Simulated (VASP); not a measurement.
# TiSi16 (a cell with a defect) in VASP: notebook

The runs below take TiSi16 (a cell with a defect) through single point, with PBEsol.

All numbers are computed with VASP 6.6.1; they aren't measurements. Logs are shortened: lines on timing, memory, paths and dates and some standing lists are left out, and cuts for length are marked.

## 1. The cell of the first run

The cell holds a defect, 17 atoms: a = 7.679 Å, b = 7.679 Å, c = 7.679 Å, α = 60.00°, β = 60.00°, γ = 60.00°.

## 2. Single point, PBEsol

INCAR reads:

```
ALGO     = Normal         # electronic algorithm
EDIFF    = 1E-6           # SCF threshold, eV
ENCUT    = 520            # plane-wave cutoff, eV
GGA      = PS             # functional
ISIF     = 2              # what is computed and relaxed
ISMEAR   = 0              # smearing method
LASPH    = True           # aspherical terms in the spheres
LCHARG   = True           # write CHGCAR
LELF     = True           # ELF
LREAL    = Auto         
LVHAR    = True         
LWAVE    = False          # write WAVECAR
NBANDS   = 52             # bands
NELM     = 80             # most SCF steps
PREC     = Accurate       # precision mode
SIGMA    = 0.02           # smearing width, eV
```

KPOINTS reads:

```
k-points
0
Gamma
  2 2 2
```

POSCAR reads:

```
TiSi16
1.0
    0.0000000000      5.4300000000      5.4300000000
    5.4300000000      0.0000000000      5.4300000000
    5.4300000000      5.4300000000      0.0000000000
Si Ti
16 1
Direct
    0.0045386421     -0.0002616964     -0.0129423712
    0.1381004197      0.1264084170      0.1093727637
    0.0055169796      0.0018719675      0.4909070392
    0.1279252867      0.1311351546      0.6130206189
    0.0051824227      0.5083816472     -0.0129245424
    0.1277608564      0.6262945053      0.1199059340
    0.0068577722      0.5016399804      0.4904088591
    0.1281644948      0.6280773091      0.6131176961
    0.5007608923      0.0061144119     -0.0147385006
    0.6234629448      0.1213233854      0.1109820178
    0.5020965399     -0.0024694466      0.4909062827
    0.6233140198      0.1268750956      0.6233063150
    0.5022661622      0.5047220770     -0.0124540610
    0.6241587146      0.6429163295      0.1115507063
    0.5022687120      0.5092632904      0.4915091811
    0.6365711441      0.6250185045      0.6138155141
    0.7516810962      0.2550021678      0.2376632473
```

Potentials or basis: VASP PAW PBE potentials, release 64 (Si, Ti_sv).

Launch:

```bash
> cat potpaw_PBE.64/Si/POTCAR potpaw_PBE.64/Ti_sv/POTCAR > POTCAR
> mpirun -np 1 vasp_std > vasp.out
```

OUTCAR:

```text
EDIFF = 1E-6
   ENCUT = 520
   GGA = PS
   ISIF = 2
   ISMEAR = 0
   LASPH = True
   LREAL = Auto
   NELM = 80
   PREC = Accurate

 ion  position               nearest neighbor table
   1  0.005  1.000  0.987-   6 2.34   4 2.35  10 2.39   2 2.40  17 2.75
   2  0.138  0.126  0.109-   9 2.27   3 2.39   5 2.40   1 2.40  17 2.42
   3  0.006  0.002  0.491-   4 2.34   8 2.34   2 2.39  12 2.40  17 2.75
   4  0.128  0.131  0.613-   7 2.32   3 2.34   1 2.35  11 2.35
   5  0.005  0.508  0.987-   6 2.34   8 2.35  14 2.39   2 2.40  17 2.75
   6  0.128  0.626  0.120-   7 2.32   5 2.34   1 2.34  13 2.35
   7  0.007  0.502  0.490-  16 2.32   8 2.32   6 2.32   4 2.32
   8  0.128  0.628  0.613-   7 2.32   3 2.34   5 2.35  15 2.35
   9  0.501  0.006  0.985-  12 2.27   2 2.27  14 2.28  10 2.28
  10  0.623  0.121  0.111-   9 2.28  11 2.38   1 2.39  13 2.41  17 2.44
  11  0.502  0.998  0.491-  16 2.34   4 2.35  10 2.38  12 2.40  17 2.75
  12  0.623  0.127  0.623-   9 2.27   3 2.40  15 2.40  11 2.40  17 2.42
  13  0.502  0.505  0.988-  16 2.34   6 2.35  10 2.41  14 2.41  17 2.71
  14  0.624  0.643  0.112-   9 2.28  15 2.38   5 2.39  13 2.41  17 2.43
  15  0.502  0.509  0.492-  16 2.34   8 2.35  14 2.38  12 2.40  17 2.76
  16  0.637  0.625  0.614-   7 2.32  15 2.34  11 2.34  13 2.34
  17  0.752  0.255  0.238-  12 2.42   2 2.42  14 2.43  10 2.44  13 2.71   1 2.75   5 2.75   3 2.75
                            11 2.75  15 2.76

  LATTYP: Found a face centered cubic cell.
 ALAT       =    10.8600000000

  Lattice vectors:

 A1 = (   0.0000000000,   5.4300000000,   5.4300000000)
 A2 = (   5.4300000000,   0.0000000000,   5.4300000000)
 A3 = (   5.4300000000,   5.4300000000,   0.0000000000)

Analysis of symmetry for initial positions (statically):
=====================================================================
 Subroutine PRICEL returns:
 Original cell was already a primitive cell.

 Routine SETGRP: Setting up the symmetry group for a
 face centered cubic supercell.

 Subroutine GETGRP returns: Found  1 space group operations
 (whereof  1 operations were pure point group operations)
 out of a pool of 48 trial point group operations.

The static configuration has the point symmetry C_1 .

Analysis of symmetry for dynamics (positions and initial velocities):
=====================================================================
 Subroutine PRICEL returns:
 Original cell was already a primitive cell.

 Routine SETGRP: Setting up the symmetry group for a
 face centered cubic supercell.

 Subroutine GETGRP returns: Found  1 space group operations
 (whereof  1 operations were pure point group operations)
[... 124 lines left out ...]
   TEBEG  =    0.0;   TEEND  =   0.0 temperature during run
   PSTRESS=    0.0 pullay stress
   NELECT =      76.0000    total number of electrons
   NUPDOWN=      -1.0000    fix difference up-down
   EMIN   =  10.00;   EMAX   =-10.00  energy-range for DOS
   EFERMI =   0.00;   METHOD = LEGACY
   ISMEAR =     0;   SIGMA  =   0.02  broadening in eV -4-tet -1-fermi 0-gaus
   EFERMI_NEDOS =   21; number of points for ismear=-14 and -15
   IALGO  =     38    algorithm
   IMIX   =      4    mixing-type and parameters
     AMIX     =   0.40;   BMIX     =  1.00
     AMIX_MAG =   1.60;   BMIX_MAG =  1.00
  volume/ion in A,a.u.               =      18.84       127.11
  Fermi-wavevector in a.u.,A,eV,Ry     =   1.013607  1.915439 13.978610  1.027399
  Thomas-Fermi vector in A             =   2.146786
   LORBIT       =      0    0 simple, 1 ext, 2 COOP (PROOUT), +10 PAW based schemes
   GGA     = PS    functional components
   LHFCALC =     F    Hartree Fock is set to
   AEXX    =    0.0000 exact exchange contribution
   IVDW    =     0    specifies the selected vdW correction
   LEPSILON=     F    determine dielectric tensor
   LRPA    =     F    only Hartree local field effects (RPA)
 non-spin polarized calculation
 Gauss-broadening in eV      SIGMA  =   0.02
  energy-cutoff  :      520.00
  volume of cell :      320.21
 maximum number of plane-waves:      8646
 NGX is ok and might be reduce to    60
   NGX = 29   NGY = 29   NGZ = 29

 number of electron      76.0000001 magnetization

 Free energy of the ion-electron system (eV)
  ---------------------------------------------------
  ext. energy  EPLUGINS =         0.00000000
  ---------------------------------------------------
  free energy    TOTEN  =       -98.31748681 eV

  energy without entropy =      -98.31477154  energy(sigma->0) =      -98.31612917

 E-fermi :   6.8096     XC(G=0):  -9.8813

 val. band max:        6.8012836679   @ k =   0.5000   0.0000   0.0000
 cond. band min:       6.8171449920   @ k =   0.0000   0.0000   0.5000
 fundamental gap:      0.0158613241
 Fermi energy:         6.8095713622

 k-point     1 :       0.0000    0.0000    0.0000
  band No.  band energies     occupation
      1     -49.7327      2.00000
      2     -26.2249      2.00000
      3     -26.2086      2.00000
      4     -26.1946      2.00000
      5      -5.7877      2.00000
      6      -3.5560      2.00000
[... 413 lines left out ...]
     49       9.7690      0.00000
     50      10.4302      0.00000
 [bands above 50 left out]

------------------------ aborting loop because EDIFF is reached ----------------------------------------

  FORCE on cell =-STRESS in cart. coord.  units (eV):
  Direction    XX          YY          ZZ          XY          YZ          ZX
  --------------------------------------------------------------------------------------
  -------------------------------------------------------------------------------------
  Total        4.0441183      4.3331338      4.0360631      0.1024561     -0.1168010      0.1752428
  in kB       20.2350812     21.6811942     20.1947762      0.5126478     -0.5844233      0.8768419
  external PRESSURE =      20.7036839 kB  Pullay stress =       0.0000000 kB

 VOLUME and BASIS-vectors are now :
 -----------------------------------------------------------------------------
  energy-cutoff  :      520.00
  volume of cell :      320.21
      direct lattice vectors                 reciprocal lattice vectors
     0.000000000  5.430000000  5.430000000    -0.092081031  0.092081031  0.092081031
     5.430000000  0.000000000  5.430000000     0.092081031 -0.092081031  0.092081031
     5.430000000  5.430000000  0.000000000     0.092081031  0.092081031 -0.092081031

 POSITION                                       TOTAL-FORCE (eV/Angst)
 -----------------------------------------------------------------------------------
     10.78830      5.38437      5.45322        -0.002857      0.000369      0.002139
      1.28029      1.34378      1.43628        -0.006900     -0.005419     -0.001504
      2.67579      2.69558      0.04012         0.000903     -0.000067     -0.004634
      4.04077      4.02334      1.40670         0.002573      0.003189     -0.001209
      8.12033      5.38796      2.78865        -0.000300     -0.003665      0.000451
      4.05187      1.34483      4.09452        -0.000783     -0.001760      0.003443
[... 9 lines left out ...]
      6.72687      6.78960      6.85043         0.002578      0.001918     -0.001892
      2.67517      5.37214      5.46629         0.000351      0.004188      0.002084
 -----------------------------------------------------------------------------------
    total drift:                                0.004492      0.003012     -0.003279

  FREE ENERGIE OF THE ION-ELECTRON SYSTEM (eV)
  ---------------------------------------------------
  free  energy   TOTEN  =       -98.3174868126 eV

  energy  without entropy=      -98.3147715362  energy(sigma->0) =      -98.31612917
```

stdout:

```text
POSCAR found type information on POSCAR SiTi
 POSCAR found :  2 types and      17 ions
 scaLAPACK will be used
 -----------------------------------------------------------------------------
|                                                                             |
|                                                                             |
|     You enforced a specific xc type in the INCAR file but a different       |
|     I HOPE YOU KNOW WHAT YOU ARE DOING!                                     |
|                                                                             |
 -----------------------------------------------------------------------------

 LDA part: xc-table for (Slater+PW92), standard interpolation
 POSCAR, INCAR and KPOINTS ok, starting setup
 FFT: planning ... GRIDC
 FFT: planning ... GRID_SOFT
 FFT: planning ... GRID
 WAVECAR not read
 entering main loop
```

Wall time 9.5 min (1 thread of Intel Xeon 8259CL, shared host); peak memory 0.49 GiB.

What came out:

* Free energy: -98.3175 eV
* Pressure: 2.1 GPa
* Largest force: 0.009 eV/Å
* Band gap on the k mesh: zero (bands 38 and 39 overlap by 0.38 eV)

Forces on the atoms (eV/Å):
```
Si  -0.003  0.000  0.002
Si  -0.007 -0.005 -0.002
Si   0.001  0.000 -0.005
Si   0.003  0.003 -0.001
Si   0.000 -0.004  0.000
Si  -0.001 -0.002  0.003
Si   0.000  0.002 -0.003
Si   0.001  0.001 -0.001
Si   0.007  0.006 -0.002
Si  -0.006  0.001  0.005
Si   0.007  0.004  0.001
Si  -0.004 -0.004  0.002
Si   0.003 -0.004  0.003
Si  -0.001 -0.003  0.002
Si  -0.002 -0.001 -0.007
Si   0.003  0.002 -0.002
Ti   0.000  0.004  0.002
```

Caveat: the k points lie up to 0.50 Å⁻¹ apart; the PAW data sets were made with another functional, which shifts forces and pressure a little.

[end of part 1 of 2]

The gap in the log of VASP goes by the Fermi energy; the results here count the filled bands.